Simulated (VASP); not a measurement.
# GaB8 (Cmmm) in VASP: single point with PBE

Aim: the single point of GaB8 with PBE.

Program: VASP 6.6.1. These are calculated values, not measurements. Logs are shortened: lines on timing, memory, paths and dates and some standing lists are left out, and cuts for length are marked.

## (1) The cell of the first run

Symmetry: Cmmm, No. 65, orthorhombic system. The conventional cell has a = 5.873 Å, b = 9.562 Å, c = 3.458 Å, α = 90.00°, β = 90.00°, γ = 90.00°. Within 3.6 Å of Ga (site symmetry mmm) lie 16 B at 2.72 to 2.86 Å and 2 Ga at 3.46 Å. Within 2.2 Å of B (site symmetry 2mm) lie 3 B at 1.68 Å. Within 2.2 Å of B (site symmetry m2m) lie 4 B at 1.65 to 1.72 Å. B (site symmetry m) has 4 B at 1.64 to 1.72 Å within 2.2 Å.

## (2) Single point, PBE

INCAR

```
  PREC = Accurate
  ENCUT = 520
  EDIFF = 1E-6
  ISMEAR = 0
  SIGMA = 0.1
  LREAL = False
  LASPH = True
  NELM = 100
  ALGO = Normal
  ISIF = 2
  LWAVE = False
  LCHARG = False
  GGA = PE
  NBANDS = 28
```

KPOINTS

```
Automatic mesh
0
Gamma
  8 8 12
```

POSCAR

```
GaB8
1.0
    2.9365480933     -4.7808538467      0.0000000000
    2.9365480933      4.7808538467      0.0000000000
    0.0000000000      0.0000000000      3.4581545979
Ga B
1 8
Direct
    0.5000000000      0.5000000000      0.0000000000
    0.1431350655      0.1431350655      0.5000000000
    0.8568649345      0.8568649345      0.5000000000
    0.2616925322      0.7383074678      0.5000000000
    0.7383074678      0.2616925322      0.5000000000
    0.0817189532      0.4104317289      0.5000000000
    0.9182810468      0.5895682711      0.5000000000
    0.4104317289      0.0817189532      0.5000000000
    0.5895682711      0.9182810468      0.5000000000
```

Potentials or basis: VASP PAW PBE potentials, release 64 (Ga_d, B).

The run is started by

```sh
cat potpaw_PBE.64/Ga_d/POTCAR potpaw_PBE.64/B/POTCAR > POTCAR
mpirun -np 1 vasp_std > vasp.out
```

OUTCAR:

```text
PREC = Accurate
   ENCUT = 520
   EDIFF = 1E-6
   ISMEAR = 0
   LREAL = False
   LASPH = True
   NELM = 100
   ISIF = 2
   GGA = PE

 ion  position               nearest neighbor table
   1  0.500  0.500  0.000-
   2  0.143  0.143  0.500-   3 1.68   6 1.68   8 1.68
   3  0.857  0.857  0.500-   2 1.68   7 1.68   9 1.68
   4  0.262  0.738  0.500-   6 1.65   9 1.65   8 1.72   7 1.72
   5  0.738  0.262  0.500-   7 1.65   8 1.65   6 1.72   9 1.72
   6  0.082  0.410  0.500-   7 1.64   4 1.65   2 1.68   5 1.72
   7  0.918  0.590  0.500-   6 1.64   5 1.65   3 1.68   4 1.72
   8  0.410  0.082  0.500-   9 1.64   5 1.65   2 1.68   4 1.72
   9  0.590  0.918  0.500-   8 1.64   4 1.65   3 1.68   5 1.72

  LATTYP: Found a base centered orthorhombic cell.
 ALAT       =     5.8730961866
 B/A-ratio  =     1.6280522896
 C/A-ratio  =     0.5888128660

  Lattice vectors:

 A1 = (   2.9365480933,  -4.7808538467,   0.0000000000)
 A2 = (   2.9365480933,   4.7808538467,   0.0000000000)
 A3 = (   0.0000000000,   0.0000000000,   3.4581545979)

Analysis of symmetry for initial positions (statically):
=====================================================================
 Subroutine PRICEL returns:
 Original cell was already a primitive cell.

 Routine SETGRP: Setting up the symmetry group for a
 base centered orthorhombic supercell.

 Subroutine GETGRP returns: Found  8 space group operations
 (whereof  8 operations were pure point group operations)
 out of a pool of  8 trial point group operations.

The static configuration has the point symmetry D_2h.

Analysis of symmetry for dynamics (positions and initial velocities):
=====================================================================
 Subroutine PRICEL returns:
 Original cell was already a primitive cell.

 Routine SETGRP: Setting up the symmetry group for a
 base centered orthorhombic supercell.

 Subroutine GETGRP returns: Found  8 space group operations
 (whereof  8 operations were pure point group operations)
 out of a pool of  8 trial point group operations.

The dynamic configuration has the point symmetry D_2h.

 Subroutine INISYM returns: Found  8 space group operations
 (whereof  8 operations are pure point group operations),
 and found     1 'primitive' translations

----------------------------------------------------------------------------------------

                                     Primitive cell

  volume of cell :      97.0995

  direct lattice vectors                    reciprocal lattice vectors
     2.936548093 -4.780853847  0.000000000     0.170267942 -0.104583829  0.000000000
     2.936548093  4.780853847  0.000000000     0.170267942  0.104583829  0.000000000
     0.000000000  0.000000000  3.458154598     0.000000000  0.000000000  0.289171572

  length of vectors
     5.610693202  5.610693202  3.458154598     0.199822294  0.199822294  0.289171572

  position of ions in fractional coordinates (direct lattice)
     0.500000000  0.500000000  0.000000000
     0.143135065  0.143135065  0.500000000
     0.856864935  0.856864935  0.500000000
     0.261692532  0.738307468  0.500000000
     0.738307468  0.261692532  0.500000000
     0.081718953  0.410431729  0.500000000
     0.918281047  0.589568271  0.500000000
     0.410431729  0.081718953  0.500000000
     0.589568271  0.918281047  0.500000000

  ion indices of the primitive-cell ions
   primitive index   ion index
                 1           1
                 2           2
                 3           3
                 4           4
                 5           5
                 6           6
                 7           7
                 8           8
                 9           9

----------------------------------------------------------------------------------------

 KPOINTS: Automatic mesh

Automatic generation of k-mesh.
 Grid dimensions read from file:
 generate k-points for:    8    8   12

 Generating k-lattice:

  Cartesian coordinates                     Fractional coordinates (reciprocal lattice)
     0.021283493 -0.013072979  0.000000000     0.125000000 -0.000000000  0.000000000
     0.021283493  0.013072979  0.000000000    -0.000000000  0.125000000  0.000000000
     0.000000000  0.000000000  0.024097631     0.000000000  0.000000000  0.083333333

  Length of vectors
     0.024977787  0.024977787  0.024097631

  Shift w.r.t. Gamma in fractional coordinates (k-lattice)
     0.000000000  0.000000000  0.000000000

 Subroutine IBZKPT returns following result:
 ===========================================

 Found    147 irreducible k-points:

 Following reciprocal coordinates:
            Coordinates               Weight
  0.000000  0.000000  0.000000      1.000000
  0.125000  0.000000  0.000000      4.000000
  0.250000  0.000000  0.000000      4.000000
  0.375000 -0.000000  0.000000      4.000000
  0.500000  0.000000  0.000000      2.000000
  0.125000  0.125000  0.000000      2.000000
[... 16 lines left out ...]
  0.125000  0.000000  0.083333      8.000000
  0.250000  0.000000  0.083333      8.000000
 [... further k-points ...]
   k-points           NKPTS =    147   k-points in BZ     NKDIM =    147   number of bands    NBANDS=     28
   number of dos      NEDOS =    301   number of ions     NIONS =      9
   total plane-waves  NPLWV =  49392
   dimension x,y,z NGX =    42 NGY =   42 NGZ =   28
   dimension x,y,z NGXF=    84 NGYF=   84 NGZF=   56
   ions per type =               1   8
   NGX,Y,Z   is equivalent  to a cutoff of  12.44, 12.44, 13.46 a.u.
   NGXF,Y,Z  is equivalent  to a cutoff of  24.89, 24.89, 26.92 a.u.
 SYSTEM =  unknown system
   PREC   = accura    normal or accurate (medium, high low for compatibility)
   ISTART =      0    job   : 0-new  1-cont  2-samecut
   ICHARG =      2    charge: 1-file 2-atom 10-const
   ISPIN  =      1    spin polarized calculation?
   LNONCOLLINEAR =      F non collinear calculations
   LSORBIT =      F    spin-orbit coupling
   LASPH  =      T    aspherical Exc in radial PAW
   ENCUT  =  520.0 eV  38.22 Ry    6.18 a.u.  10.43 10.43  6.43*2*pi/ulx,y,z
   NELM   =    100;   NELMIN=  2; NELMDL= -5     # of ELM steps
   EDIFF  = 0.1E-05   stopping-criterion for ELM
   LREAL  =      F    real-space projection
   EDIFFG = 0.1E-04   stopping-criterion for IOM
   NSW    =      0    number of steps for IOM
   IBRION =     -1    ionic relax: 0-MD 1-quasi-New 2-CG
   NFREE  =      0    steps in history (QN), initial steepest desc. (CG)
   ISIF   =      2    stress and relaxation
   ISYM   =      2    0-nonsym 1-usesym 2-fastsym
   POTIM  = 0.5000    time-step for ionic-motion
   TEBEG  =    0.0;   TEEND  =   0.0 temperature during run
   PSTRESS=    0.0 pullay stress
   NELECT =      37.0000    total number of electrons
   NUPDOWN=      -1.0000    fix difference up-down
   EMIN   =  10.00;   EMAX   =-10.00  energy-range for DOS
   EFERMI =   0.00;   METHOD = LEGACY
   ISMEAR =     0;   SIGMA  =   0.10  broadening in eV -4-tet -1-fermi 0-gaus
   EFERMI_NEDOS =   21; number of points for ismear=-14 and -15
   IALGO  =     38    algorithm
   IMIX   =      4    mixing-type and parameters
     AMIX     =   0.40;   BMIX     =  1.00
     AMIX_MAG =   1.60;   BMIX_MAG =  1.00
  volume/ion in A,a.u.               =      10.79        72.81
  Fermi-wavevector in a.u.,A,eV,Ry     =   1.186870  2.242859 19.165982  1.408660
  Thomas-Fermi vector in A             =   2.323033
   LORBIT       =      0    0 simple, 1 ext, 2 COOP (PROOUT), +10 PAW based schemes
   GGA     = PE    functional components
   LHFCALC =     F    Hartree Fock is set to
   AEXX    =    0.0000 exact exchange contribution
   IVDW    =     0    specifies the selected vdW correction
   LEPSILON=     F    determine dielectric tensor
   LRPA    =     F    only Hartree local field effects (RPA)
 non-spin polarized calculation
 Gauss-broadening in eV      SIGMA  =   0.10
  energy-cutoff  :      520.00
  volume of cell :       97.10
 maximum number of plane-waves:      2642
 NGX is ok and might be reduce to    42
   NGX = 21   NGY = 21   NGZ = 13

 number of electron      37.0000006 magnetization

 Free energy of the ion-electron system (eV)
  ---------------------------------------------------
  ext. energy  EPLUGINS =         0.00000000
  ---------------------------------------------------
  free energy    TOTEN  =       -50.88658287 eV

  energy without entropy =      -50.87183156  energy(sigma->0) =      -50.87920721

 E-fermi :   3.6539     XC(G=0): -10.2882

 val. band max:        3.6536208372   @ k =  -0.3750   0.2500   0.0000
 cond. band min:       3.6547986237   @ k =   0.2500   0.2500   0.0000
 fundamental gap:      0.0011777865
 Fermi energy:         3.6539414738

 k-point     1 :       0.0000    0.0000    0.0000
  band No.  band energies     occupation
      1     -11.1977      2.00000
      2     -11.1523      2.00000
      3     -11.1412      2.00000
      4     -11.1372      2.00000
      5     -11.1348      2.00000
      6      -9.6834      2.00000
[... 20 lines left out ...]
     27       9.0605      0.00000
     28       9.2075      0.00000

 k-point     2 :       0.1250    0.0000    0.0000
  band No.  band energies     occupation
      1     -11.1977      2.00000
      2     -11.1524      2.00000
      3     -11.1410      2.00000
      4     -11.1370      2.00000
      5     -11.1349      2.00000
      6      -9.6208      2.00000
[... 20 lines left out ...]
     27       9.3534      0.00000
     28       9.9170      0.00000

 k-point     3 :       0.2500    0.0000    0.0000
  band No.  band energies     occupation
      1     -11.1976      2.00000
      2     -11.1525      2.00000
      3     -11.1411      2.00000
      4     -11.1360      2.00000
      5     -11.1351      2.00000
      6      -9.4348      2.00000
[... 616 lines left out ...]
      3     -11.1402      2.00000
      4     -11.1390      2.00000
      5     -11.1358      2.00000
      6      -9.5786      2.00000
[... 20 lines left out ...]
     27       9.6880      0.00000
     28       9.9086      0.00000

 k-point    24 :       0.2500    0.0000    0.0833
  band No.  band energies     occupation
      1     -11.1926      2.00000
      2     -11.1567      2.00000
      3     -11.1402      2.00000
      4     -11.1393      2.00000
      5     -11.1350      2.00000
      6      -9.3932      2.00000
[... 20 lines left out ...]
     27      10.0624      0.00000
     28      10.1692      0.00000

 [... further k-points ...]

------------------------ aborting loop because EDIFF is reached ----------------------------------------

  FORCE on cell =-STRESS in cart. coord.  units (eV):
  Direction    XX          YY          ZZ          XY          YZ          ZX
  --------------------------------------------------------------------------------------
  -------------------------------------------------------------------------------------
  Total        0.0294880      0.0245332      0.0007616      0.0000000      0.0000000      0.0000000
  in kB        0.4865625      0.4048063      0.0125671      0.0000000      0.0000000      0.0000000
  external PRESSURE =       0.3013120 kB  Pullay stress =       0.0000000 kB

 VOLUME and BASIS-vectors are now :
 -----------------------------------------------------------------------------
  energy-cutoff  :      520.00
  volume of cell :       97.10
      direct lattice vectors                 reciprocal lattice vectors
     2.936548093 -4.780853847  0.000000000     0.170267942 -0.104583829  0.000000000
     2.936548093  4.780853847  0.000000000     0.170267942  0.104583829  0.000000000
     0.000000000  0.000000000  3.458154598     0.000000000  0.000000000  0.289171572

 POSITION                                       TOTAL-FORCE (eV/Angst)
 -----------------------------------------------------------------------------------
      2.93655      0.00000      0.00000        -0.000000      0.000000      0.000000
      0.84065      0.00000      1.72908         0.007922      0.000000      0.000000
      5.03245      0.00000      1.72908        -0.007922      0.000000     -0.000000
      2.93655      2.27863      1.72908        -0.000000      0.001092     -0.000000
      2.93655     -2.27863      1.72908        -0.000000     -0.001092      0.000000
      1.44522      1.57153      1.72908        -0.004116     -0.013786      0.000000
      4.42787     -1.57153      1.72908         0.004116      0.013786      0.000000
      1.44522     -1.57153      1.72908        -0.004116      0.013786      0.000000
      4.42787      1.57153      1.72908         0.004116     -0.013786      0.000000
 -----------------------------------------------------------------------------------
    total drift:                               -0.000000     -0.000000     -0.000000

  FREE ENERGIE OF THE ION-ELECTRON SYSTEM (eV)
  ---------------------------------------------------
  free  energy   TOTEN  =       -50.8865828706 eV

  energy  without entropy=      -50.8718315569  energy(sigma->0) =      -50.87920721
```

It took 5.6 min on 1 thread of Intel Xeon Platinum 8375C at 2.90GHz (Ice Lake), shared host; peak memory 0.44 GiB.

What came out:

* Free energy: -50.8866 eV
* Pressure: 0.0 GPa
* Largest force: 0.014 eV/Å

Forces in eV/Å, atoms in the order of the input:
```
Ga   0.000  0.000  0.000
B    0.008  0.000  0.000
B   -0.008  0.000  0.000
B    0.000  0.001  0.000
B    0.000 -0.001  0.000
B   -0.004 -0.014  0.000
B    0.004  0.014  0.000
B   -0.004  0.014  0.000
B    0.004 -0.014  0.000
```
